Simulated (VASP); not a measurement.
Here is a VASP 6.6.1 calculation.

File INCAR:

```
PREC = Accurate
ENCUT = 520
EDIFF = 1E-6
ISMEAR = 0
SIGMA = 0.1
LREAL = False
LASPH = True
NELM = 150
ALGO = Normal
ISIF = 2
LWAVE = False
LCHARG = True
ISPIN = 2
MAGMOM = 0 0 0 0 0 0 0 0 2
LORBIT = 11
LDIPOL = True
IDIPOL = 3
DIPOL = 0.5 0.5 0.268
GGA = PE
IVDW = 12
LELF = True
LVHAR = True
LVACPOTAV = True
NBANDS = 32
```

Contents of KPOINTS:

```
Automatic mesh
0
Gamma
  6 6 1
```

Contents of POSCAR:

```
C
1.0
    4.9314011406     -0.0000000001      0.0000000000
   -2.4657005702      4.2707186640      0.0000000000
    0.0000000000      0.0000000000     15.5000000000
C
9
Direct
    0.1666666667      0.3333333333      0.2580645161
    0.1666666667      0.8333333333      0.2580645161
    0.6666666667      0.3333333333      0.2580645161
    0.6666666666      0.8333333333      0.2580645161
    0.3333333334      0.1666666667      0.2580645161
    0.3333333334      0.6666666667      0.2580645161
    0.8333333334      0.1666666667      0.2580645161
    0.8333333333      0.6666666667      0.2580645161
    0.2500000000      0.5000000000      0.3511249604
```

Potentials or basis: VASP PAW PBE potentials, release 64 (C).

Run with:

```sh
$ cat potpaw_PBE.64/C/POTCAR > POTCAR
$ mpirun -np 1 vasp_std > vasp.out
```

(1) Predict the largest force.

(2) Predict the dispersion energy per atom.

(3) Estimate the net moment.

## Answers

(1) 1.773 eV/Å.

(2) -0.091 eV.

(3) 0.04 μB per cell.
